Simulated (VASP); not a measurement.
Write the native input for VASP 6.6.1 that does the following.

* Task: relaxation of cell and atoms
* Functional: RPBE
* Dispersion: D3(BJ)
* Potentials or basis: VASP PAW PBE potentials, release 64 (I)
* Cutoff: 600 eV
* k mesh: 9 × 9 × 9
* Occupations: fermi-dirac, width 0.05 eV
* Spin: no spin polarisation
* Dipole correction: no
* Further INCAR settings: ALGO = Normal; EDIFF = 1e-06; IBRION = 2; EDIFFG = -0.02; NSW = 80; ISIF = 3

The structure of I lies in POSCAR:

```
I
1.0
    0.0000000000      2.3656004428      3.9098401324
    2.1922454667      0.0000000000      3.9098401324
    2.1922454667      2.3656004428      0.0000000000
I
1
Direct
    0.0000000000      0.0000000000      0.0000000000
```

The input as run:

INCAR

```
PREC = Accurate ; ENCUT = 600
EDIFF = 1E-6 ; ISMEAR = -1
SIGMA = 0.05 ; LREAL = F
LASPH = T ; NELM = 60
ALGO = Normal ; ISIF = 3
LWAVE = F ; LCHARG = F
GGA = RP ; IVDW = 12
IBRION = 2 ; NSW = 80
EDIFFG = -0.02
```

KPOINTS

```
regular mesh
0
Gamma
  9 9 9
```

Potentials or basis: VASP PAW PBE potentials, release 64 (I).

Launch:

```console
$ cat potpaw_PBE.64/I/POTCAR > POTCAR
$ mpirun -np 1 vasp_std > vasp.out
```

Results of the run:

```yaml
Relaxed_volume: 26.10 Å³/atom
Relaxed_cell: a = 3.605 Å, b = 3.569 Å, c = 3.006 Å, α = 65.86°, β = 64.61°, γ = 49.53°
Space_group_after_relaxing_to_0.1_Å: Fmmm (No. 69)
Energy_gained_by_relaxing: 335.6 meV/atom
Ionic_steps: 23
Pressure_after_relaxing: 0.0 GPa
Band_gap_on_the_k_mesh: zero (an odd number of electrons rules out a gap without spin polarisation)
Dispersion_energy_per_atom: -2.111 eV
```

Caveat: the volume moved by over 15 % at a fixed basis, so the end points are rough; the dispersion term is far too large for a dense solid, which distorts pressure and volume; the PAW data sets were made with another functional, which shifts forces and pressure a little; spin-orbit coupling is left out, which moves the levels of the heavy elements; an odd number of electrons without spin polarisation forces a metal; a magnetic or distorted state may lie lower.

Run time: 6.6 min on 1 thread of AMD EPYC 9R45 96-Core Processor (Zen 5), with other jobs on the host, peak memory 0.22 GiB.
